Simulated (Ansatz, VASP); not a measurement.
## One calculation of Mn2Te3S, two programs

```
Mn Te S
1.0
     4.66601    0.00000    0.00000
     0.00000    4.66601    0.00000
     0.00000    0.00000    7.56425
Mn Te S
2 3 1
Direct
  0.50000 0.00000 0.53893
  0.00000 0.50000 0.53893
  0.50000 0.00000 0.18522
  0.00000 0.50000 0.18522
  0.50000 0.50000 0.73232
  0.00000 0.00000 0.58910
```

Alike in both runs: functional PBE; k mesh 3 × 3 × 2; occupations gaussian, width 0.15 eV; collinear spin.

Ansatz relaxed the structure, and its values are those at the end. VASP's run is a single point on that final structure, the one shown.

|  | VASP | Ansatz |
| --- | --- | --- |
| version | VASP 6.6.1 | Ansatz 0.2.0 |
| potentials or method | VASP PAW PBE potentials, release 64 (Mn_pv, Te, S), cutoff 520 eV | scalar-relativistic, plane waves, PAW |
| valence electrons in the cell | 50 | 84 |

|  | VASP | Ansatz | Ansatz less VASP |
| --- | --- | --- | --- |
| gap on the k mesh at the Fermi level (eV) | none | none | - |
| pressure (GPa) | 0.0 | 0.1 | +0.02 |
| rms of the force components (eV/Å) | 0.008 | 0.006 | -0.0018 |
| net moment per atom (μB) | 1.31 | 1.31 | +0.002 |
| size of the moment on the site where the two differ most (μB) | 3.70 | 3.53 | -0.172 |

Site moments also hang on the region over which each program counts them. A gap of «none» marks a metal or a gap that the smearing closes. VASP's potentials hold 50 valence electrons a cell and Ansatz's 84, so a difference there can come from the potentials and not from the codes.

The k mesh is coarse, so the values compare programs but aren't converged. Neither program's run includes spin-orbit coupling.
